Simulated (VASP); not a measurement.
# MgS (Pm-3n) in VASP: a series of runs

Runs on MgS. Level: PBE. Tasks: single point, relaxation of cell and atoms.

Program: VASP 6.6.1. These are calculated values, not measurements. Logs are shortened: lines on timing, memory, paths and dates and some standing lists are left out, and cuts for length are marked.

### Step 1. The cell of the first run

Symmetry: Pm-3n, No. 223, cubic system. The conventional cell has a = 6.706 Å, b = 6.706 Å, c = 6.706 Å, α = 90.00°, β = 90.00°, γ = 90.00°. Mg (site symmetry -4m2) has 4 S at 2.37 Å within 3.1 Å. S (site symmetry -4m2) has 4 Mg at 2.37 Å within 3.1 Å.

The cell was generated, and may not be a known phase.

### Step 2. Single point, PBE

The input, INCAR:

```
  PREC = Accurate
  ENCUT = 520
  EDIFF = 1E-6
  ISMEAR = 0
  SIGMA = 0.1
  LREAL = F
  LASPH = T
  NELM = 100
  ALGO = Normal
  ISIF = 2
  LWAVE = F
  LCHARG = F
  GGA = PE
  NBANDS = 36
```

The input, KPOINTS:

```
regular mesh
0
Gamma
  4 4 4
```

The input, POSCAR:

```
MgS
1.0
    6.7064835600      0.0000000000      0.0000000000
    0.0000000000      6.7064835600      0.0000000000
    0.0000000000      0.0000000000      6.7064835600
Mg S
6 6
Direct
    0.5000000000      0.0000000000      0.7500000000
    0.7500000000      0.5000000000      0.0000000000
    0.0000000000      0.7500000000      0.5000000000
    0.5000000000      0.0000000000      0.2500000000
    0.2500000000      0.5000000000      0.0000000000
    0.0000000000      0.2500000000      0.5000000000
    0.0000000000      0.5000000000      0.7500000000
    0.7500000000      0.0000000000      0.5000000000
    0.5000000000      0.7500000000      0.0000000000
    0.0000000000      0.5000000000      0.2500000000
    0.2500000000      0.0000000000      0.5000000000
    0.5000000000      0.2500000000      0.0000000000
```

Potentials or basis: VASP PAW PBE potentials, release 64 (Mg, S).

Started as:

```bash
$ cat potpaw_PBE.64/Mg/POTCAR potpaw_PBE.64/S/POTCAR > POTCAR
$ mpirun -np 1 vasp_std > vasp.out
```

OUTCAR:

```text
PREC = Accurate
   ENCUT = 520
   EDIFF = 1E-6
   ISMEAR = 0
   LREAL = F
   LASPH = T
   NELM = 100
   ISIF = 2
   GGA = PE

 ion  position               nearest neighbor table
   1  0.500  0.000  0.750-   8 2.37   9 2.37  11 2.37  12 2.37   4 3.35   4 3.35
   2  0.750  0.500  0.000-   7 2.37   9 2.37  10 2.37  12 2.37   5 3.35   5 3.35
   3  0.000  0.750  0.500-   7 2.37   8 2.37  10 2.37  11 2.37   6 3.35   6 3.35
   4  0.500  0.000  0.250-   8 2.37   9 2.37  11 2.37  12 2.37   1 3.35   1 3.35
   5  0.250  0.500  0.000-   7 2.37   9 2.37  10 2.37  12 2.37   2 3.35   2 3.35
   6  0.000  0.250  0.500-   7 2.37   8 2.37  10 2.37  11 2.37   3 3.35   3 3.35
   7  0.000  0.500  0.750-   2 2.37   3 2.37   5 2.37   6 2.37
   8  0.750  0.000  0.500-   1 2.37   3 2.37   4 2.37   6 2.37
   9  0.500  0.750  0.000-   1 2.37   2 2.37   4 2.37   5 2.37
  10  0.000  0.500  0.250-   2 2.37   3 2.37   5 2.37   6 2.37
  11  0.250  0.000  0.500-   1 2.37   3 2.37   4 2.37   6 2.37
  12  0.500  0.250  0.000-   1 2.37   2 2.37   4 2.37   5 2.37

  LATTYP: Found a simple cubic cell.
 ALAT       =     6.7064835600

  Lattice vectors:

 A1 = (   6.7064835600,   0.0000000000,   0.0000000000)
 A2 = (   0.0000000000,   6.7064835600,   0.0000000000)
 A3 = (   0.0000000000,   0.0000000000,   6.7064835600)

Analysis of symmetry for initial positions (statically):
=====================================================================
 Subroutine PRICEL returns:
 Original cell was already a primitive cell.

 Routine SETGRP: Setting up the symmetry group for a
 simple cubic supercell.

 Subroutine GETGRP returns: Found 48 space group operations
 (whereof 24 operations were pure point group operations)
 out of a pool of 48 trial point group operations.

The static configuration has the point symmetry T_h .
 The point group associated with its full space group is O_h .

Analysis of symmetry for dynamics (positions and initial velocities):
=====================================================================
 Subroutine PRICEL returns:
 Original cell was already a primitive cell.

 Routine SETGRP: Setting up the symmetry group for a
 simple cubic supercell.

 Subroutine GETGRP returns: Found 48 space group operations
 (whereof 24 operations were pure point group operations)
 out of a pool of 48 trial point group operations.

The dynamic configuration has the point symmetry T_h .
 The point group associated with its full space group is O_h .

 Subroutine INISYM returns: Found 48 space group operations
 (whereof 24 operations are pure point group operations),
 and found     1 'primitive' translations

----------------------------------------------------------------------------------------

                                     Primitive cell

  volume of cell :     301.6370

  direct lattice vectors                    reciprocal lattice vectors
     6.706483560  0.000000000  0.000000000     0.149109439  0.000000000  0.000000000
     0.000000000  6.706483560  0.000000000     0.000000000  0.149109439  0.000000000
     0.000000000  0.000000000  6.706483560     0.000000000  0.000000000  0.149109439

  length of vectors
     6.706483560  6.706483560  6.706483560     0.149109439  0.149109439  0.149109439

  position of ions in fractional coordinates (direct lattice)
     0.500000000  0.000000000  0.750000000
     0.750000000  0.500000000  0.000000000
     0.000000000  0.750000000  0.500000000
     0.500000000  0.000000000  0.250000000
     0.250000000  0.500000000  0.000000000
     0.000000000  0.250000000  0.500000000
     0.000000000  0.500000000  0.750000000
     0.750000000  0.000000000  0.500000000
     0.500000000  0.750000000  0.000000000
     0.000000000  0.500000000  0.250000000
     0.250000000  0.000000000  0.500000000
     0.500000000  0.250000000  0.000000000

  ion indices of the primitive-cell ions
   primitive index   ion index
                 1           1
                 2           2
                 3           3
                 4           4
                 5           5
                 6           6
                 7           7
                 8           8
                 9           9
                10          10
                11          11
                12          12

----------------------------------------------------------------------------------------

 KPOINTS: regular mesh

Automatic generation of k-mesh.
 Grid dimensions read from file:
 generate k-points for:    4    4    4

 Generating k-lattice:

  Cartesian coordinates                     Fractional coordinates (reciprocal lattice)
     0.037277360  0.000000000  0.000000000     0.250000000  0.000000000  0.000000000
     0.000000000  0.037277360  0.000000000     0.000000000  0.250000000  0.000000000
     0.000000000  0.000000000  0.037277360     0.000000000  0.000000000  0.250000000

  Length of vectors
     0.037277360  0.037277360  0.037277360

  Shift w.r.t. Gamma in fractional coordinates (k-lattice)
     0.000000000  0.000000000  0.000000000

 Subroutine IBZKPT returns following result:
 ===========================================

 Found     10 irreducible k-points:

 Following reciprocal coordinates:
            Coordinates               Weight
  0.000000  0.000000  0.000000      1.000000
  0.250000  0.000000  0.000000      6.000000
  0.500000  0.000000  0.000000      3.000000
  0.250000  0.250000  0.000000     12.000000
  0.500000  0.250000  0.000000     12.000000
  0.500000  0.500000  0.000000      3.000000
  0.250000  0.250000  0.250000      8.000000
  0.500000  0.250000  0.250000     12.000000
  0.500000  0.500000  0.250000      6.000000
  0.500000  0.500000  0.500000      1.000000
   k-points           NKPTS =     10   k-points in BZ     NKDIM =     10   number of bands    NBANDS=     36
   number of dos      NEDOS =    301   number of ions     NIONS =     12
   total plane-waves  NPLWV = 125000
   dimension x,y,z NGX =    50 NGY =   50 NGZ =   50
   dimension x,y,z NGXF=   100 NGYF=  100 NGZF=  100
   ions per type =               6   6
   NGX,Y,Z   is equivalent  to a cutoff of  12.39, 12.39, 12.39 a.u.
   NGXF,Y,Z  is equivalent  to a cutoff of  24.79, 24.79, 24.79 a.u.
 SYSTEM =  unknown system
   PREC   = accura    normal or accurate (medium, high low for compatibility)
   ISTART =      0    job   : 0-new  1-cont  2-samecut
   ICHARG =      2    charge: 1-file 2-atom 10-const
   ISPIN  =      1    spin polarized calculation?
   LNONCOLLINEAR =      F non collinear calculations
   LSORBIT =      F    spin-orbit coupling
   LASPH  =      T    aspherical Exc in radial PAW
   ENCUT  =  520.0 eV  38.22 Ry    6.18 a.u.  12.47 12.47 12.47*2*pi/ulx,y,z
   NELM   =    100;   NELMIN=  2; NELMDL= -5     # of ELM steps
   EDIFF  = 0.1E-05   stopping-criterion for ELM
   LREAL  =      F    real-space projection
[... 7 lines left out ...]
   TEBEG  =    0.0;   TEEND  =   0.0 temperature during run
   PSTRESS=    0.0 pullay stress
   NELECT =      48.0000    total number of electrons
   NUPDOWN=      -1.0000    fix difference up-down
   EMIN   =  10.00;   EMAX   =-10.00  energy-range for DOS
   EFERMI =   0.00;   METHOD = LEGACY
   ISMEAR =     0;   SIGMA  =   0.10  broadening in eV -4-tet -1-fermi 0-gaus
   EFERMI_NEDOS =   21; number of points for ismear=-14 and -15
   IALGO  =     38    algorithm
   IMIX   =      4    mixing-type and parameters
     AMIX     =   0.40;   BMIX     =  1.00
     AMIX_MAG =   1.60;   BMIX_MAG =  1.00
  volume/ion in A,a.u.               =      25.14       169.63
  Fermi-wavevector in a.u.,A,eV,Ry     =   0.887143  1.676458 10.708098  0.787023
  Thomas-Fermi vector in A             =   2.008402
   LORBIT       =      0    0 simple, 1 ext, 2 COOP (PROOUT), +10 PAW based schemes
   GGA     = PE    functional components
   LHFCALC =     F    Hartree Fock is set to
   AEXX    =    0.0000 exact exchange contribution
   IVDW    =     0    specifies the selected vdW correction
   LEPSILON=     F    determine dielectric tensor
   LRPA    =     F    only Hartree local field effects (RPA)
 non-spin polarized calculation
 Gauss-broadening in eV      SIGMA  =   0.10
  energy-cutoff  :      520.00
  volume of cell :      301.64
 maximum number of plane-waves:      8217
 NGX is ok and might be reduce to    50
   NGX = 25   NGY = 25   NGZ = 25

 number of electron      47.9999991 magnetization

 Free energy of the ion-electron system (eV)
  ---------------------------------------------------
  ext. energy  EPLUGINS =         0.00000000
  ---------------------------------------------------
  free energy    TOTEN  =       -49.28885424 eV

  energy without entropy =      -49.28885424  energy(sigma->0) =      -49.28885424

 E-fermi :   1.2197     XC(G=0):  -7.6186

 val. band max:        0.7499422139   @ k =   0.0000   0.0000   0.0000
 cond. band min:       4.0261362038   @ k =   0.0000   0.0000   0.0000
 fundamental gap:      3.2761939899
 Fermi energy:         1.2196706152

 k-point     1 :       0.0000    0.0000    0.0000
  band No.  band energies     occupation
      1     -11.1555      2.00000
      2     -10.6238      2.00000
      3     -10.6238      2.00000
      4      -9.9595      2.00000
      5      -9.9595      2.00000
      6      -9.9595      2.00000
[... 28 lines left out ...]
     35       7.0056      0.00000
     36       7.6030      0.00000

 k-point     2 :       0.2500    0.0000    0.0000
  band No.  band energies     occupation
      1     -11.0777      2.00000
      2     -10.7006      2.00000
      3     -10.5487      2.00000
      4     -10.0855      2.00000
      5      -9.9588      2.00000
      6      -9.9588      2.00000
[... 28 lines left out ...]
     35       7.5114      0.00000
     36       7.5294      0.00000
[... 271 lines left out ...]
     35       7.6671      0.00000
     36       7.8086      0.00000

 k-point    10 :       0.5000    0.5000    0.5000
  band No.  band energies     occupation
      1     -10.4313      2.00000
      2     -10.4313      2.00000
      3     -10.4313      2.00000
      4     -10.4313      2.00000
      5     -10.4313      2.00000
      6     -10.4313      2.00000
[... 28 lines left out ...]
     35       7.4966      0.00000
     36       7.4966      0.00000

------------------------ aborting loop because EDIFF is reached ----------------------------------------

  FORCE on cell =-STRESS in cart. coord.  units (eV):
  Direction    XX          YY          ZZ          XY          YZ          ZX
  --------------------------------------------------------------------------------------
  -------------------------------------------------------------------------------------
  Total       12.7754088     12.7754088     12.7754088     -0.0000000     -0.0000000     -0.0000000
  in kB       67.8579595     67.8579595     67.8579595     -0.0000000     -0.0000000     -0.0000000
  external PRESSURE =      67.8579595 kB  Pullay stress =       0.0000000 kB

 VOLUME and BASIS-vectors are now :
 -----------------------------------------------------------------------------
  energy-cutoff  :      520.00
  volume of cell :      301.64
      direct lattice vectors                 reciprocal lattice vectors
     6.706483560  0.000000000  0.000000000     0.149109439  0.000000000  0.000000000
     0.000000000  6.706483560  0.000000000     0.000000000  0.149109439  0.000000000
     0.000000000  0.000000000  6.706483560     0.000000000  0.000000000  0.149109439

 POSITION                                       TOTAL-FORCE (eV/Angst)
 -----------------------------------------------------------------------------------
      3.35324      0.00000      5.02986        -0.000000      0.000000     -0.000000
      5.02986      3.35324      0.00000         0.000000      0.000000      0.000000
      0.00000      5.02986      3.35324         0.000000      0.000000      0.000000
      3.35324      0.00000      1.67662         0.000000      0.000000      0.000000
      1.67662      3.35324      0.00000        -0.000000     -0.000000      0.000000
      0.00000      1.67662      3.35324        -0.000000     -0.000000     -0.000000
      0.00000      3.35324      5.02986        -0.000000      0.000000     -0.000000
      5.02986      0.00000      3.35324         0.000000      0.000000      0.000000
      3.35324      5.02986      0.00000        -0.000000     -0.000000     -0.000000
      0.00000      3.35324      1.67662         0.000000     -0.000000      0.000000
      1.67662      0.00000      3.35324        -0.000000     -0.000000     -0.000000
      3.35324      1.67662      0.00000         0.000000      0.000000      0.000000
 -----------------------------------------------------------------------------------
    total drift:                                0.000000     -0.000000     -0.000000

  FREE ENERGIE OF THE ION-ELECTRON SYSTEM (eV)
  ---------------------------------------------------
  free  energy   TOTEN  =       -49.2888542414 eV

  energy  without entropy=      -49.2888542414  energy(sigma->0) =      -49.28885424
```

Run time: 2.7 min. Hardware: 1 thread of Intel Xeon Platinum 8375C at 2.90GHz (Ice Lake), shared host; peak memory 0.38 GiB.

Results:

```
Free energy            : -49.2889 eV
Pressure               : 6.8 GPa
Band gap on the k mesh : 3.28 eV
```

Caveat: the cell stands under pressure.

### Step 3. Single point, PBE

This run uses another cell than the first one, of 28.19 Å³/atom.

The input, INCAR:

```
SYSTEM = MgS
PREC     = Accurate       ! precision mode
ENCUT    = 520            ! plane-wave cutoff, eV
EDIFF    = 1E-7           ! SCF threshold, eV
ISMEAR   = 0              ! smearing method
SIGMA    = 0.1            ! smearing width, eV
LREAL    = .False.        ! projectors in reciprocal space
LASPH    = .True.         ! aspherical terms in the spheres
NELM     = 60             ! most SCF steps
ALGO     = Normal         ! electronic algorithm
ISIF     = 2              ! what is computed and relaxed
LWAVE    = .False.        ! write WAVECAR
LCHARG   = .False.        ! write CHGCAR
GGA      = PE             ! functional
NBANDS   = 36             ! bands
```

The input, KPOINTS:

```
Automatic mesh
0
Gamma
  4 4 4
  0 0 0
```

Changes to POSCAR since step 2:

```diff
@@ -2,5 +2,5 @@
 1.0
-    6.7064835600      0.0000000000      0.0000000000
-    0.0000000000      6.7064835600      0.0000000000
-    0.0000000000      0.0000000000      6.7064835600
+    6.9676283808      0.0000000000      0.0000000000
+    0.0000000000      6.9676283808      0.0000000000
+    0.0000000000      0.0000000000      6.9676283808
 Mg S
```

Potentials or basis: VASP PAW PBE potentials, release 64 (Mg, S).

Started as:

```bash
$ cat potpaw_PBE.64/Mg/POTCAR potpaw_PBE.64/S/POTCAR > POTCAR
$ mpirun -np 1 vasp_std > vasp.out
```

Wall time 3.9 min (1 thread of Intel Xeon Platinum 8375C at 2.90GHz (Ice Lake), shared host); peak memory 0.41 GiB.

It converged, with:

* Free energy: -50.0257 eV
* Pressure: 0.2 GPa
* Band gap on the k mesh: 3.06 eV

Levels at points of the mesh, in eV from the valence-band top:
```csv
k point,band 20,band 21,band 22,band 23,band 24,band 25,band 26,band 27,band 28,band 29
"(0.00, 0.00, 0.00)",-0.79,-0.79,0.00,0.00,0.00,3.06,4.76,4.76,4.76,5.11
"(0.50, 0.00, 0.00)",-1.00,-0.64,-0.64,-0.02,-0.02,4.33,4.33,4.70,4.70,5.65
"(0.50, 0.50, 0.00)",-0.95,-0.67,-0.67,-0.55,-0.03,4.44,5.02,5.02,5.38,5.39
"(0.50, 0.50, 0.50)",-1.22,-0.89,-0.89,-0.89,-0.89,5.75,5.75,5.75,5.75,5.75
```

A k mesh can miss the band edges.

(Continued in part 2 of 2.)
